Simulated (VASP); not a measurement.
A run of VASP 6.6.1 is set up as follows.

INCAR

```
PREC     = Accurate       # precision mode
ENCUT    = 520            # plane-wave cutoff, eV
EDIFF    = 1E-6           # SCF threshold, eV
ISMEAR   = -1             # smearing method
SIGMA    = 0.2482         # smearing width, eV
LREAL    = False          # projectors in reciprocal space
LASPH    = True           # aspherical terms in the spheres
NELM     = 120            # most SCF steps
ALGO     = Normal         # electronic algorithm
ISIF     = 2              # what is computed and relaxed
LWAVE    = False          # write WAVECAR
LCHARG   = False          # write CHGCAR
GGA      = PE             # functional
NBANDS   = 75             # bands
ISYM     = 0            
GGA_COMPAT= False
```

Contents of KPOINTS:

```
Automatic mesh
0
Gamma
  1 1 1
  0.25 0.25 0.25
```

POSCAR

```
Si4O7
1.0
    7.0842070000      0.0663610000      0.0972760000
    0.0663610000      6.9740900000     -0.0358550000
    0.0972760000     -0.0358550000      7.1323860000
Si O
8 14
Direct
    0.4214268022      0.1629974317      0.0760580764
    0.5078623925      0.1644947915      0.4807624179
    0.5343659575      0.6854909023      0.0103836631
    0.2841805680      0.3165448274      0.7067806995
    1.0212290743      0.6730673351      0.6458779362
    0.1073925985      0.9572344223      0.2881241870
    0.8785745429      0.0290414225      0.8786941793
    0.8741156106      0.6445825039      0.2412098890
    0.0660808400      0.8808790700      0.5160536515
    0.2507143778      0.1353124553      0.5214028147
    0.6612724883      0.5839645227      0.1744761298
    0.4857174597      0.2264000510      0.2640922578
    1.0687387076      0.6554860767      0.1450414808
    0.1345853862      0.4764477131      0.7270520839
    0.9894601445      0.8268986533      0.8172693859
    0.5973840476     -0.0602309864     -0.0389434493
    0.3206938404      0.3258981607     -0.0414539728
    0.9035252859      1.0010436763      0.2110035962
    0.5196966794      0.3223922973      0.6523075674
    0.2734815724      0.9722975142      0.1076246482
    0.8694567785      0.6155581364      0.4804592123
    0.6945326859      0.0344560029      0.5072695250
```

Potentials or basis: VASP PAW PBE potentials, release 64 (Si, O).

The run is started by

```console
$ cat potpaw_PBE.64/Si/POTCAR potpaw_PBE.64/O/POTCAR > POTCAR
$ mpirun -np 1 vasp_std > vasp.out
```

Task: Estimate the pressure.

Result: -2.2 GPa.

Task: What does it give for the largest force?

Result: 6.865 eV/Å.

Forces in eV/Å, atoms in the order of the input:
```
Si  -1.019 -5.698 -3.691
Si   2.506 -2.662  0.887
Si  -1.126  1.976 -1.572
Si   3.385 -3.038  0.860
Si  -0.273  2.405 -2.759
Si  -0.372 -1.942  1.079
Si  -1.221  0.145  0.797
Si  -1.456  0.581  4.146
O    2.426 -1.818 -2.676
O    2.661  3.151  1.740
O    1.814  0.699  0.316
O    1.755  2.413  2.515
O    1.345 -0.195 -0.131
O   -3.292  4.417 -1.669
O   -1.365 -1.522  1.495
O    0.369  1.075  0.680
O   -0.145 -1.057 -2.430
O   -0.446 -0.014 -1.631
O   -2.467  1.677  0.236
O   -0.412  1.083  2.331
O   -0.536 -1.692 -0.769
O   -2.129  0.015  0.245
```

Caveat: the k points lie up to 0.90 Å⁻¹ apart.
